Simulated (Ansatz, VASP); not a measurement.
## One calculation of CsSnI3, two programs

```
CELL_PARAMETERS angstrom
6.26895 0.00000 0.00000
0.00000 6.26895 0.00000
0.00000 0.00000 6.07920
ATOMIC_POSITIONS crystal
Cs 0.00000 0.00000 0.05318
Sn 0.50000 0.50000 0.51678
I 0.00000 0.50000 0.46593
I 0.50000 0.50000 0.99818
I 0.50000 0.00000 0.46593
```

Alike in both runs: task single point; functional PBE; k mesh 4 × 4 × 4; occupations gaussian, width 0.1 eV; no spin polarisation.

```csv
,VASP,Ansatz
version,VASP 6.6.1,Ansatz 0.2.0
potentials or method,"VASP PAW PBE potentials, release 64 (Cs_sv, Sn_d, I), cutoff 520 eV","scalar-relativistic, plane waves, PAW"
valence electrons in the cell,44,74
```

VASP gave:

```
gap on the k mesh at the Fermi level (eV)                     : 0.47
least direct gap on the mesh (eV)                             : 0.47
pressure (GPa)                                                : 1.0
traceless stress, the component that is largest in VASP (GPa) : 1.07
rms of the force components (eV/Å)                            : 0.057
```

Problem. What did Ansatz give for the same quantities?

Solution. gap on the k mesh at the Fermi level (eV): 0.47; least direct gap on the mesh (eV): 0.47; pressure (GPa): 1.0; traceless stress, the component that is largest in VASP (GPa): 1.07; rms of the force components (eV/Å): 0.055.

Atom by atom the forces differ by 0.002 eV/Å (rms over components). VASP's potentials hold 44 valence electrons a cell and Ansatz's 74, so a difference there can come from the potentials and not from the codes.

Spin-orbit coupling is off throughout.
